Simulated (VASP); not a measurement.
A run of VASP 6.6.1 is set up as follows.

File INCAR:

```
ALGO = Normal
EDIFF = 1E-6
ENCUT = 520
GGA = PE
ISIF = 2
ISMEAR = 0
IVDW = 12
LASPH = T
LCHARG = F
LREAL = F
LWAVE = F
NBANDS = 35
NELM = 60
PREC = Accurate
SIGMA = 0.05
```

File KPOINTS:

```
k-points
0
Gamma
  12 12 4
```

Contents of POSCAR:

```
MoS2
1.0
    3.2123000000      0.0000000000      0.0000000000
   -1.6061500000      2.7819334046      0.0000000000
    0.0000000000      0.0000000000     11.0072000000
Mo S
2 4
Direct
    0.6666666667      0.3333333333      0.2501439769
    0.3333333333      0.6666666667      0.7498560231
    0.3333333333      0.6666666667      0.3795985159
    0.6666666667      0.3333333333      0.8793132861
    0.3333333333      0.6666666667      0.1206867139
    0.6666666667      0.3333333333      0.6204014841
```

Potentials or basis: VASP PAW PBE potentials, release 64 (Mo_sv, S).

The run is started by

```console
$ cat potpaw_PBE.64/Mo_sv/POTCAR potpaw_PBE.64/S/POTCAR > POTCAR
$ mpirun -np 1 vasp_std > vasp.out
```

Question: Predict the pressure.

Answer: 11.2 GPa.

Question: What does it give for the dispersion energy per atom?

Answer: -0.463 eV.

Stress tensor (GPa, compression positive):
```
 3.49  0.00  0.00
 0.00  3.49  0.00
 0.00  0.00 26.73
```

Caveat: the stress differs along the axes, from 3 to 27 GPa.
